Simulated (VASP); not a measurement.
# BeTe (F-43m) in VASP: notebook

The runs below take BeTe through single point, relaxation of cell and atoms, with r2SCAN.

Program: VASP 6.6.1. These are calculated values, not measurements. Logs are shortened: lines on timing, memory, paths and dates and some standing lists are left out, and cuts for length are marked.

## 1. The cell of the first run

Symmetry: F-43m, No. 216, cubic system. Conventional cell: a = 5.598 Å, b = 5.598 Å, c = 5.598 Å, α = 90.00°, β = 90.00°, γ = 90.00°. Be (site symmetry -43m) has 4 Te at 2.42 Å within 3.2 Å. Te (site symmetry -43m) has 4 Be at 2.42 Å within 3.2 Å.

## 2. Single point, r2SCAN

POSCAR

```
BeTe
1.0
    2.7989277576      2.7989277576      0.0000000000
   -2.7989277576      2.7989277576      0.0000000000
    0.0000000000      2.7989277576      2.7989277576
Be Te
1 1
Direct
    0.0000000000      0.0000000000      0.0000000000
    0.7500000000      0.2500000000      0.5000000000
```

INCAR.step1

```
PREC     = Accurate       # precision mode
ENCUT    = 520            # plane-wave cutoff, eV
ISMEAR   = 0              # smearing method
SIGMA    = 0.01           # smearing width, eV
LREAL    = False          # projectors in reciprocal space
LASPH    = True           # aspherical terms in the spheres
NELM     = 60             # most SCF steps
NBANDS   = 11             # bands
GGA      = PE             # functional
ALGO     = Normal         # electronic algorithm
EDIFF    = 1E-4           # SCF threshold, eV
LWAVE    = True           # write WAVECAR
LCHARG   = False          # write CHGCAR
```

INCAR.step2

```
PREC     = Accurate       # precision mode
ENCUT    = 520            # plane-wave cutoff, eV
EDIFF    = 1E-7           # SCF threshold, eV
ISMEAR   = 0              # smearing method
SIGMA    = 0.01           # smearing width, eV
LREAL    = False          # projectors in reciprocal space
LASPH    = True           # aspherical terms in the spheres
NELM     = 60             # most SCF steps
ALGO     = Normal         # electronic algorithm
ISIF     = 2              # what is computed and relaxed
LWAVE    = False          # write WAVECAR
LCHARG   = False          # write CHGCAR
METAGGA  = R2SCAN         # meta-GGA
LMIXTAU  = True         
NBANDS   = 11             # bands
ISTART   = 1
```

KPOINTS

```
regular mesh
0
Gamma
  8 8 8
```

Potentials or basis: VASP PAW PBE potentials, release 64 (Be, Te).

Run with:

```
cat potpaw_PBE.64/Be/POTCAR potpaw_PBE.64/Te/POTCAR > POTCAR
cp INCAR.step1 INCAR
mpirun -np 1 vasp_std > vasp.out
cp INCAR.step2 INCAR
mpirun -np 1 vasp_std > vasp.out
```

OUTCAR:

```text
PREC = Accurate
   ENCUT = 520
   EDIFF = 1E-7
   ISMEAR = 0
   LREAL = False
   LASPH = True
   NELM = 60
   ISIF = 2
   METAGGA = R2SCAN
   ISTART = 1

 ion  position               nearest neighbor table
   1  0.000  0.000  0.000-   2 2.42   2 2.42   2 2.42   2 2.42
   2  0.750  0.250  0.500-   1 2.42   1 2.42   1 2.42   1 2.42

  LATTYP: Found a face centered cubic cell.
 ALAT       =     5.5978555152

  Lattice vectors:

 A1 = (   0.0000000000,   2.7989277576,   2.7989277576)
 A2 = (   2.7989277576,   0.0000000000,   2.7989277576)
 A3 = (   2.7989277576,   2.7989277576,   0.0000000000)

Analysis of symmetry for initial positions (statically):
=====================================================================
 Subroutine PRICEL returns:
 Original cell was already a primitive cell.

 Routine SETGRP: Setting up the symmetry group for a
 face centered cubic supercell.

 Subroutine GETGRP returns: Found 24 space group operations
 (whereof 24 operations were pure point group operations)
 out of a pool of 48 trial point group operations.

The static configuration has the point symmetry T_d .

Analysis of symmetry for dynamics (positions and initial velocities):
=====================================================================
 Subroutine PRICEL returns:
 Original cell was already a primitive cell.

 Routine SETGRP: Setting up the symmetry group for a
 face centered cubic supercell.

 Subroutine GETGRP returns: Found 24 space group operations
 (whereof 24 operations were pure point group operations)
 out of a pool of 48 trial point group operations.

The dynamic configuration has the point symmetry T_d .

 Subroutine INISYM returns: Found 24 space group operations
 (whereof 24 operations are pure point group operations),
 and found     1 'primitive' translations

----------------------------------------------------------------------------------------

                                     Primitive cell

  volume of cell :      43.8536

  direct lattice vectors                    reciprocal lattice vectors
     2.798927758  2.798927758  0.000000000     0.178639838  0.178639838 -0.178639838
    -2.798927758  2.798927758  0.000000000    -0.178639838  0.178639838 -0.178639838
     0.000000000  2.798927758  2.798927758     0.000000000  0.000000000  0.357279675

  length of vectors
     3.958281595  3.958281595  3.958281595     0.309413275  0.309413275  0.357279675

  position of ions in fractional coordinates (direct lattice)
     0.000000000  0.000000000  0.000000000
[... 81 lines left out ...]
   NSW    =      0    number of steps for IOM
   IBRION =     -1    ionic relax: 0-MD 1-quasi-New 2-CG
   NFREE  =      0    steps in history (QN), initial steepest desc. (CG)
   ISIF   =      2    stress and relaxation
   ISYM   =      2    0-nonsym 1-usesym 2-fastsym
   POTIM  = 0.5000    time-step for ionic-motion
   TEBEG  =    0.0;   TEEND  =   0.0 temperature during run
   PSTRESS=    0.0 pullay stress
   NELECT =       8.0000    total number of electrons
   NUPDOWN=      -1.0000    fix difference up-down
   EMIN   =  10.00;   EMAX   =-10.00  energy-range for DOS
   EFERMI =   0.00;   METHOD = LEGACY
   ISMEAR =     0;   SIGMA  =   0.01  broadening in eV -4-tet -1-fermi 0-gaus
   EFERMI_NEDOS =   21; number of points for ismear=-14 and -15
   IALGO  =     38    algorithm
   IMIX   =      4    mixing-type and parameters
     AMIX     =   0.40;   BMIX     =  1.00
     AMIX_MAG =   1.60;   BMIX_MAG =  1.00
  volume/ion in A,a.u.               =      21.93       147.97
  Fermi-wavevector in a.u.,A,eV,Ry     =   0.928474  1.754562 11.729096  0.862064
  Thomas-Fermi vector in A             =   2.054654
   LORBIT       =      0    0 simple, 1 ext, 2 COOP (PROOUT), +10 PAW based schemes
   METAGGA = R2SCAN    functional components
   LHFCALC =     F    Hartree Fock is set to
   AEXX    =    0.0000 exact exchange contribution
   IVDW    =     0    specifies the selected vdW correction
   LEPSILON=     F    determine dielectric tensor
   LRPA    =     F    only Hartree local field effects (RPA)
 non-spin polarized calculation
 Gauss-broadening in eV      SIGMA  =   0.01
  energy-cutoff  :      520.00
  volume of cell :       43.85
 maximum number of plane-waves:      1243
 NGX is ok and might be reduce to    30
   NGX = 15   NGY = 15   NGZ = 15

 number of electron       7.9999999 magnetization

 Free energy of the ion-electron system (eV)
  ---------------------------------------------------
  ext. energy  EPLUGINS =         0.00000000
  ---------------------------------------------------
  free energy    TOTEN  =       -30.67456912 eV

  energy without entropy =      -30.67456912  energy(sigma->0) =      -30.67456912

 E-fermi :   5.2071     XC(G=0):  -9.5556

 val. band max:        5.1474861926   @ k =   0.0000   0.0000   0.0000
 cond. band min:       7.4363631199   @ k =   0.5000   0.5000   0.0000
 fundamental gap:      2.2888769273
 Fermi energy:         5.2070894459

 k-point     1 :       0.0000    0.0000    0.0000
  band No.  band energies     occupation
      1      -7.7693      2.00000
      2       5.1475      2.00000
      3       5.1475      2.00000
      4       5.1475      2.00000
      5       9.1429      0.00000
      6       9.1429      0.00000
      7       9.1429      0.00000
      8       9.8019      0.00000
      9      14.2209      0.00000
     10      15.9284      0.00000
     11      15.9284      0.00000
[... 309 lines left out ...]
 k-point    24 :       0.5000    0.2500    0.1250
  band No.  band energies     occupation
      1      -6.0088      2.00000
      2      -0.2950      2.00000
      3       2.0836      2.00000
      4       3.1231      2.00000
      5       9.8238      0.00000
      6       9.9710      0.00000
      7      12.4834      0.00000
      8      13.6387      0.00000
      9      14.2460      0.00000
     10      17.5239      0.00000
     11      17.9218      0.00000

 [... further k-points ...]
[... 5 lines left out ...]
  --------------------------------------------------------------------------------------
  -------------------------------------------------------------------------------------
  Total        0.6028249      0.6028249      0.6028249      0.0000000      0.0000000     -0.0000000
  in kB       22.0240254     22.0240254     22.0240254      0.0000000      0.0000000     -0.0000000
  external PRESSURE =      22.0240254 kB  Pullay stress =       0.0000000 kB

 VOLUME and BASIS-vectors are now :
 -----------------------------------------------------------------------------
  energy-cutoff  :      520.00
  volume of cell :       43.85
      direct lattice vectors                 reciprocal lattice vectors
     2.798927758  2.798927758  0.000000000     0.178639838  0.178639838 -0.178639838
    -2.798927758  2.798927758  0.000000000    -0.178639838  0.178639838 -0.178639838
     0.000000000  2.798927758  2.798927758     0.000000000  0.000000000  0.357279675

 POSITION                                       TOTAL-FORCE (eV/Angst)
 -----------------------------------------------------------------------------------
      0.00000      0.00000      0.00000         0.000000      0.000000      0.000000
      1.39946      4.19839      1.39946        -0.000000     -0.000000     -0.000000
 -----------------------------------------------------------------------------------
    total drift:                               -0.000000      0.000000      0.000000

  FREE ENERGIE OF THE ION-ELECTRON SYSTEM (eV)
  ---------------------------------------------------
  free  energy   TOTEN  =       -30.6745691234 eV

  energy  without entropy=      -30.6745691234  energy(sigma->0) =      -30.67456912
```

Run time: 39 s. Hardware: 1 thread of Intel Xeon Platinum 8559C (Emerald Rapids), shared host; peak memory 0.17 GiB.

Results:

| Property | Result |
| --- | --- |
| Free energy | -30.6746 eV |
| Pressure | 2.2 GPa |
| Band gap on the k mesh | 2.29 eV, indirect (least direct gap 4.00 eV) |

Caveat: the PAW data sets were made with another functional, which shifts forces and pressure a little; spin-orbit coupling is left out, which moves the levels of the heavy elements. r2SCAN opens gaps a little over a GGA but as a rule still falls short of measured ones.

## 3. Single point, r2SCAN

This run uses another cell than the first one, of 23.48 Å³/atom, 1.071 times its volume.

POSCAR

```
BeTe
1.0
    2.8635736783      2.8635736783      0.0000000000
   -2.8635736783      2.8635736783      0.0000000000
    0.0000000000      2.8635736783      2.8635736783
Be Te
1 1
Direct
    0.0000000000      0.0000000000      0.0000000000
    0.7500000000      0.2500000000      0.5000000000
```

INCAR.step1

```
SYSTEM = BeTe
PREC = Accurate ; ENCUT = 520
ISMEAR = 0 ; SIGMA = 0.01
LREAL = .FALSE. ; LASPH = .TRUE.
NELM = 60 ; NBANDS = 11
GGA = PE ; ALGO = Normal
EDIFF = 1E-4 ; LWAVE = .TRUE.
LCHARG = .FALSE.
```

INCAR.step2

```
SYSTEM = BeTe
PREC = Accurate ; ENCUT = 520
EDIFF = 1E-7 ; ISMEAR = 0
SIGMA = 0.01 ; LREAL = .FALSE.
LASPH = .TRUE. ; NELM = 60
ALGO = Normal ; ISIF = 2
LWAVE = .FALSE. ; LCHARG = .FALSE.
METAGGA = R2SCAN ; LMIXTAU = .TRUE.
NBANDS = 11 ; ISTART = 1
```

KPOINTS

```
Automatic mesh
0
G
  8 8 8
  0 0 0
```

Potentials or basis: VASP PAW PBE potentials, release 64 (Be, Te).

Run with:

```
cat potpaw_PBE.64/Be/POTCAR potpaw_PBE.64/Te/POTCAR > POTCAR
cp INCAR.step1 INCAR
mpirun -np 1 vasp_std > vasp.out
cp INCAR.step2 INCAR
mpirun -np 1 vasp_std > vasp.out
```

OUTCAR:

```text
SYSTEM = BeTe
   PREC = Accurate
   ENCUT = 520
   EDIFF = 1E-7
   ISMEAR = 0
   LREAL = .FALSE.
   LASPH = .TRUE.
   NELM = 60
   ISIF = 2
   METAGGA = R2SCAN
   ISTART = 1

 ion  position               nearest neighbor table
   1  0.000  0.000  0.000-   2 2.48   2 2.48   2 2.48   2 2.48
   2  0.750  0.250  0.500-   1 2.48   1 2.48   1 2.48   1 2.48

  LATTYP: Found a face centered cubic cell.
 ALAT       =     5.7271473566

  Lattice vectors:

 A1 = (   0.0000000000,   2.8635736783,   2.8635736783)
 A2 = (   2.8635736783,   0.0000000000,   2.8635736783)
 A3 = (   2.8635736783,   2.8635736783,   0.0000000000)
[... 513 lines left out ...]
      8      12.6399      0.00000
      9      13.3480      0.00000
     10      16.5394      0.00000
     11      16.8909      0.00000

 [... further k-points ...]
[... 5 lines left out ...]
  --------------------------------------------------------------------------------------
  -------------------------------------------------------------------------------------
  Total       -0.5571553     -0.5571553     -0.5571553      0.0000000      0.0000000      0.0000000
  in kB      -19.0077972    -19.0077972    -19.0077972      0.0000000      0.0000000      0.0000000
  external PRESSURE =     -19.0077972 kB  Pullay stress =       0.0000000 kB

 VOLUME and BASIS-vectors are now :
 -----------------------------------------------------------------------------
  energy-cutoff  :      520.00
  volume of cell :       46.96
      direct lattice vectors                 reciprocal lattice vectors
     2.863573678  2.863573678  0.000000000     0.174606997  0.174606997 -0.174606997
    -2.863573678  2.863573678  0.000000000    -0.174606997  0.174606997 -0.174606997
     0.000000000  2.863573678  2.863573678     0.000000000  0.000000000  0.349213994

 POSITION                                       TOTAL-FORCE (eV/Angst)
 -----------------------------------------------------------------------------------
      0.00000      0.00000      0.00000         0.000000     -0.000000      0.000000
      1.43179      4.29536      1.43179        -0.000000      0.000000      0.000000
 -----------------------------------------------------------------------------------
    total drift:                               -0.000000      0.000000      0.000000

  FREE ENERGIE OF THE ION-ELECTRON SYSTEM (eV)
  ---------------------------------------------------
  free  energy   TOTEN  =       -30.6755367175 eV

  energy  without entropy=      -30.6755367175  energy(sigma->0) =      -30.67553672
```

OUTCAR.step1:

```text
SYSTEM = BeTe
   PREC = Accurate
   ENCUT = 520
   ISMEAR = 0
   LREAL = .FALSE.
   LASPH = .TRUE.
[... 557 lines left out ...]
      0.00000      0.00000      0.00000        -0.000000      0.000000      0.000000
      1.43179      4.29536      1.43179         0.000000     -0.000000      0.000000
 -----------------------------------------------------------------------------------
    total drift:                               -0.000000      0.000000      0.000000

  FREE ENERGIE OF THE ION-ELECTRON SYSTEM (eV)
  ---------------------------------------------------
  free  energy   TOTEN  =        -7.6169820251 eV

  energy  without entropy=       -7.6169820251  energy(sigma->0) =       -7.61698203
```

OSZICAR.step1:

```text
N       E                     dE             d eps       ncg     rms          rms(c)
DAV:   1     0.189701629589E+02    0.18970E+02   -0.32390E+03   638   0.579E+02
DAV:   2    -0.656080849729E+01   -0.25531E+02   -0.24454E+02   842   0.902E+01
DAV:   3    -0.770117289695E+01   -0.11404E+01   -0.11382E+01   836   0.207E+01
DAV:   4    -0.771414028085E+01   -0.12967E-01   -0.12966E-01   767   0.246E+00
DAV:   5    -0.771439952242E+01   -0.25924E-03   -0.25924E-03   816   0.336E-01    0.383E+00
DAV:   6    -0.763938335997E+01    0.75016E-01   -0.83698E-02   740   0.115E+00    0.231E+00
DAV:   7    -0.761590855311E+01    0.23475E-01   -0.82102E-02   739   0.125E+00    0.390E-01
DAV:   8    -0.761667710039E+01   -0.76855E-03   -0.51900E-03   722   0.406E-01    0.677E-02
DAV:   9    -0.761692114339E+01   -0.24404E-03   -0.28969E-04   761   0.100E-01    0.258E-02
DAV:  10    -0.761698202510E+01   -0.60882E-04   -0.74020E-05   709   0.440E-02
   1 F= -.76169820E+01 E0= -.76169820E+01  d E =-.167074E-30
```

It took 44 s on 1 thread of Intel Xeon Platinum 8559C (Emerald Rapids), shared host; peak memory 0.18 GiB.

Results:

| Item | Value |
| --- | --- |
| Free energy | -30.6755 eV |
| Pressure | -1.9 GPa |
| Band gap on the k mesh | 2.45 eV, indirect (least direct gap 4.06 eV) |

Levels at points of the mesh, in eV from the valence-band top:
```tsv
k point	band 1	band 2	band 3	band 4	band 5	band 6	band 7	band 8	band 9
(0.00, 0.00, 0.00)	-12.45	0.00	0.00	0.00	4.06	4.06	4.06	4.12	8.94
(0.50, 0.00, 0.00)	-11.14	-5.44	-1.09	-1.09	3.41	5.04	5.04	8.47	11.52
(0.50, 0.50, 0.00)	-10.65	-5.07	-2.56	-2.56	2.45	3.05	10.24	10.24	12.21
```

Caveat: the PAW data sets were made with another functional, which shifts forces and pressure a little; spin-orbit coupling is left out, which moves the levels of the heavy elements. r2SCAN opens gaps a little over a GGA but as a rule still falls short of measured ones.

## 4. Single point, r2SCAN

This run uses another cell than the first one, of 23.48 Å³/atom, 1.071 times its volume.

POSCAR is that of step 3.

INCAR.step1

```
PREC     = Accurate       # precision mode
ENCUT    = 520            # plane-wave cutoff, eV
ISMEAR   = 0              # smearing method
SIGMA    = 0.01           # smearing width, eV
LREAL    = F              # projectors in reciprocal space
LASPH    = T              # aspherical terms in the spheres
NELM     = 80             # most SCF steps
NBANDS   = 11             # bands
GGA      = PE             # functional
ALGO     = Normal         # electronic algorithm
EDIFF    = 1E-4           # SCF threshold, eV
LWAVE    = T              # write WAVECAR
LCHARG   = F              # write CHGCAR
```

INCAR.step2

```
PREC     = Accurate       # precision mode
ENCUT    = 520            # plane-wave cutoff, eV
EDIFF    = 1E-6           # SCF threshold, eV
ISMEAR   = 0              # smearing method
SIGMA    = 0.01           # smearing width, eV
LREAL    = F              # projectors in reciprocal space
LASPH    = T              # aspherical terms in the spheres
NELM     = 80             # most SCF steps
ALGO     = Normal         # electronic algorithm
ISIF     = 2              # what is computed and relaxed
LWAVE    = F              # write WAVECAR
LCHARG   = T              # write CHGCAR
METAGGA  = R2SCAN         # meta-GGA
LMIXTAU  = T            
LELF     = T              # ELF
LVHAR    = T            
NBANDS   = 11             # bands
ISTART   = 1
```

KPOINTS

```
regular mesh
0
Gamma
  8 8 8
```

Potentials or basis: VASP PAW PBE potentials, release 64 (Be, Te).

Run with:

```
cat potpaw_PBE.64/Be/POTCAR potpaw_PBE.64/Te/POTCAR > POTCAR
cp INCAR.step1 INCAR
mpirun -np 1 vasp_std > vasp.out
cp INCAR.step2 INCAR
mpirun -np 1 vasp_std > vasp.out
```

OUTCAR:

```text
PREC = Accurate
   ENCUT = 520
   EDIFF = 1E-6
   ISMEAR = 0
   LREAL = F
   LASPH = T
   NELM = 80
   ISIF = 2
   METAGGA = R2SCAN
   ISTART = 1

 ion  position               nearest neighbor table
   1  0.000  0.000  0.000-   2 2.48   2 2.48   2 2.48   2 2.48
   2  0.750  0.250  0.500-   1 2.48   1 2.48   1 2.48   1 2.48

  LATTYP: Found a face centered cubic cell.
 ALAT       =     5.7271473566

  Lattice vectors:

[... 519 lines left out ...]
     11      16.8916      0.00000

 [... further k-points ...]

------------------------ aborting loop because EDIFF is reached ----------------------------------------

  FORCE on cell =-STRESS in cart. coord.  units (eV):
  Direction    XX          YY          ZZ          XY          YZ          ZX
  --------------------------------------------------------------------------------------
  -------------------------------------------------------------------------------------
  Total       -0.5586094     -0.5586094     -0.5586094      0.0000000     -0.0000000      0.0000000
  in kB      -19.0574036    -19.0574036    -19.0574036      0.0000000     -0.0000000      0.0000000
  external PRESSURE =     -19.0574036 kB  Pullay stress =       0.0000000 kB

 VOLUME and BASIS-vectors are now :
 -----------------------------------------------------------------------------
  energy-cutoff  :      520.00
  volume of cell :       46.96
      direct lattice vectors                 reciprocal lattice vectors
     2.863573678  2.863573678  0.000000000     0.174606997  0.174606997 -0.174606997
    -2.863573678  2.863573678  0.000000000    -0.174606997  0.174606997 -0.174606997
     0.000000000  2.863573678  2.863573678     0.000000000  0.000000000  0.349213994

 POSITION                                       TOTAL-FORCE (eV/Angst)
 -----------------------------------------------------------------------------------
      0.00000      0.00000      0.00000         0.000000     -0.000000      0.000000
      1.43179      4.29536      1.43179        -0.000000      0.000000      0.000000
 -----------------------------------------------------------------------------------
    total drift:                               -0.000000      0.000000      0.000000

  FREE ENERGIE OF THE ION-ELECTRON SYSTEM (eV)
  ---------------------------------------------------
  free  energy   TOTEN  =       -30.6755392214 eV

  energy  without entropy=      -30.6755392214  energy(sigma->0) =      -30.67553922
```

It took 43 s on 1 thread of Intel Xeon Platinum 8559C (Emerald Rapids), shared host; peak memory 0.17 GiB.

Results:

| Property | Result |
| --- | --- |
| Free energy | -30.6755 eV |
| Pressure | -1.9 GPa |
| Band gap on the k mesh | 2.46 eV, indirect (least direct gap 4.06 eV) |

Caveat: the PAW data sets were made with another functional, which shifts forces and pressure a little; spin-orbit coupling is left out, which moves the levels of the heavy elements.

(Continued in part 2 of 2.)
